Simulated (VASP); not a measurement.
Runs of VASP 6.6.1 on W. The structure is that of space group R-3m (No. 166), or close to it. The cells are those of the table. 

```csv
cell,further INCAR settings,gap on the mesh (eV),pressure (GPa)
"a = 3.049 Å, angles 116.4°, 1 atom",ALGO = Fast; EDIFF = 1e-06; NBANDS = 13,none,307.6
"a = 2.678 Å, angles 105.4°, 1 atom",ALGO = Fast; EDIFF = 1e-06; NBANDS = 13,none,(b)
"a = 2.770 Å, angles 112.6°, 1 atom",ALGO = Fast; EDIFF = 1e-06; NBANDS = 13,none,51.0
"a = 2.600 Å, angles 100.1°, 1 atom",ALGO = Fast; EDIFF = 1e-07; NBANDS = 13,none,0.6
"a = 3.466 Å, angles 117.6°, 1 atom",ALGO = Fast; EDIFF = 1e-07; NBANDS = 13,none,(a)
```

Alike in all rows: task single point; level LDA; potentials or basis VASP PAW LDA potentials, release 64 (W_sv); no spin polarisation; k mesh 22 × 22 × 22; cutoff (eV) 520; smearing gaussian 0.15 eV.

Problem. Fill in the values left out.

Solution. (a) 323.3; (b) -13.5.

Caveats: spin-orbit coupling is left out, which moves the levels of the heavy elements; the cell stands under pressure (at least some runs); atoms lie so close that the PAW spheres overlap strongly, which falsifies energies and pressures (at least some runs); the cell stands under tension (at least some runs).

A k mesh can miss the band edges, and the runs leave out spin-orbit coupling on W.

A gap of «none» marks levels without a gap at the run's occupations.
